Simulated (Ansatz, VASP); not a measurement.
## Two plane-wave programs on Sr3HfNb

```
CELL_PARAMETERS angstrom
5.77277 0.00000 0.00000
0.00000 5.77277 0.00000
0.00000 0.00000 5.77277
ATOMIC_POSITIONS crystal
Sr 0.00000 0.50000 0.50000
Sr 0.50000 0.00000 0.50000
Sr 0.50000 0.50000 0.00000
Hf 0.00000 0.00000 0.00000
Nb 0.50000 0.50000 0.50000
```

Alike in both runs: functional PBE; k mesh 4 × 4 × 4; occupations gaussian, width 0.1 eV; no spin polarisation.

Ansatz relaxed the structure, and its values are those at the end. VASP's run is a single point on that final structure, the one shown.

|  | VASP | Ansatz |
| --- | --- | --- |
| version | VASP 6.6.1 | Ansatz 0.2.0 |
| potentials or method | VASP PAW PBE potentials, release 64 (Sr_sv, Hf_pv, Nb_sv), cutoff 520 eV | scalar-relativistic, plane waves, PAW |
| valence electrons in the cell | 53 | 69 |

```tsv
	VASP	Ansatz	Ansatz less VASP
gap on the k mesh at the Fermi level (eV)	none	none	-
pressure (GPa)	0.1	0.1	-0.03
```

A gap of «none» marks a metal or a gap that the smearing closes. VASP's potentials hold 53 valence electrons a cell and Ansatz's 69, so a difference there can come from the potentials and not from the codes.

Neither program's run includes spin-orbit coupling.
